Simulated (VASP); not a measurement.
Crystal: CaMg2O3.

```
CELL_PARAMETERS angstrom
3.14880 0.00000 0.00000
-1.57440 2.72694 0.00000
0.00000 0.00000 7.73261
ATOMIC_POSITIONS crystal
Ca 0.00000 0.00000 0.00000
Mg 0.33333 0.66667 0.34362
Mg 0.66667 0.33333 0.65638
O 0.33333 0.66667 0.81167
O 0.66667 0.33333 0.18833
O 0.00000 0.00000 0.50000
```

Base run:

| Property | Result |
| --- | --- |
| Program | VASP 6.6.1 |
| Functional | r2SCAN |
| Potentials or basis | VASP PAW PBE potentials, release 64 (Ca_sv, Mg, O) |
| Cutoff | 520 eV |
| k mesh | 12 × 12 × 4 |
| Occupations | gaussian, width 0.02 eV |
| Spin | no spin polarisation |

Its results: band gap on the k mesh 4.90 eV, direct; pressure -4.1 GPa; largest force 0.177 eV/Å.

The run is repeated on the same cell with these changes: functional from r2SCAN to PBE; further incar settings from ALGO = Normal; EDIFF = 1e-07; NBANDS = 25 to ALGO = Normal; EDIFF = 1e-06; NBANDS = 25. What comes out?

Band gap on the k mesh 4.11 eV, direct; pressure -0.1 GPa; largest force 0.080 eV/Å.

Caveats: the PAW data sets were made with another functional, which shifts forces and pressure a little (some runs).

A k mesh can miss the band edges.
